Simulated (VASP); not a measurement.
Here is a VASP 6.6.1 calculation.

INCAR

```
PREC     = Accurate       # precision mode
ENCUT    = 520            # plane-wave cutoff, eV
EDIFF    = 1E-7           # SCF threshold, eV
ISMEAR   = 0              # smearing method
SIGMA    = 0.1            # smearing width, eV
LREAL    = False          # projectors in reciprocal space
LASPH    = True           # aspherical terms in the spheres
NELM     = 60             # most SCF steps
ALGO     = Normal         # electronic algorithm
ISIF     = 2              # what is computed and relaxed
LWAVE    = False          # write WAVECAR
LCHARG   = False          # write CHGCAR
GGA      = PS             # functional
NBANDS   = 30             # bands
```

File KPOINTS:

```
Automatic mesh
0
Gamma
  4 4 4
```

Contents of POSCAR:

```
P
1.0
    6.0649442370      0.0000000000      0.0000000000
    0.0000000000      6.0649442370      0.0000000000
    0.0000000000      0.0000000000      6.0649442370
P
8
Direct
    0.5000000000      0.5000000000      0.5000000000
    0.0000000000      0.0000000000      0.0000000000
    0.2500000000      0.0000000000      0.5000000000
    0.5000000000      0.2500000000      0.0000000000
    0.5000000000      0.7500000000      0.0000000000
    0.7500000000      0.0000000000      0.5000000000
    0.0000000000      0.5000000000      0.7500000000
    0.0000000000      0.5000000000      0.2500000000
```

Potentials or basis: VASP PAW PBE potentials, release 64 (P).

Command:

```sh
$ cat potpaw_PBE.64/P/POTCAR > POTCAR
$ mpirun -np 1 vasp_std > vasp.out
```

(1) Estimate the band gap on the k mesh.

(2) Estimate the pressure.

## Answers

(1) zero (bands 20 and 21 overlap by 0.24 eV).

(2) -17.9 GPa.

Caveat: the cell stands under tension; the PAW data sets were made with another functional, which shifts forces and pressure a little.
